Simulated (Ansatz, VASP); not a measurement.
BiN in VASP and in Ansatz

```xyz
2
Lattice="2.3009 -2.4802 0.0000 2.3009 2.4802 0.0000 0.0000 0.0000 3.5497" Properties=species:S:1:pos:R:3 pbc="T T T"
Bi    2.3009    0.0000    0.0000
N     0.0000    0.0000    0.0000
```

Alike in both runs: functional PBE; k mesh 4 × 4 × 5; occupations gaussian, width 0.15 eV; no spin polarisation.

Ansatz relaxed the structure, and its values are those at the end. VASP's run is a single point on that final structure, the one shown.

```csv
,VASP,Ansatz
version,VASP 6.6.1,Ansatz 0.2.0
potentials or method,"VASP PAW PBE potentials, release 64 (Bi_d, N), cutoff 600 eV","scalar-relativistic, plane waves, PAW"
valence electrons in the cell,20,20
```

|  | VASP | Ansatz | Ansatz less VASP |
| --- | --- | --- | --- |
| gap on the k mesh at the Fermi level (eV) | none | none | - |
| pressure (GPa) | 0.5 | 0.5 | -0.02 |

A gap of «none» marks a metal or a gap that the smearing closes.

The k mesh is coarse, so the values compare programs but aren't converged. Neither program's run includes spin-orbit coupling.
